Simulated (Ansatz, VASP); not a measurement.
# Ni: VASP beside Ansatz

```
CELL_PARAMETERS angstrom
0.00000 1.71199 1.71199
1.71199 0.00000 1.71199
1.71199 1.71199 0.00000
ATOMIC_POSITIONS crystal
Ni 0.00000 0.00000 0.00000
```

Alike in both runs: task single point; functional LDA; k mesh 24 × 24 × 24; occupations gaussian, width 0.15 eV; no spin polarisation.

```csv
,VASP,Ansatz
version,VASP 6.6.1,Ansatz 0.2.0
potentials or method,"VASP PAW LDA potentials, release 64 (Ni), cutoff 520 eV","scalar-relativistic, plane waves, PAW"
valence electrons in the cell,10,18
```

Ansatz gave:

```
gap on the k mesh at the Fermi level (eV) : none
pressure (GPa)                            : -1.0
```

**Question.** What did VASP give for the same quantities?

**Answer.** gap on the k mesh at the Fermi level (eV): none; pressure (GPa): -1.4.

LDA's correlation is that of Perdew and Zunger in VASP and of Perdew and Wang (1992) in Ansatz. A gap of «none» marks a metal or a gap that the smearing closes. VASP's potentials hold 10 valence electrons a cell and Ansatz's 18, so a difference there can come from the potentials and not from the codes.
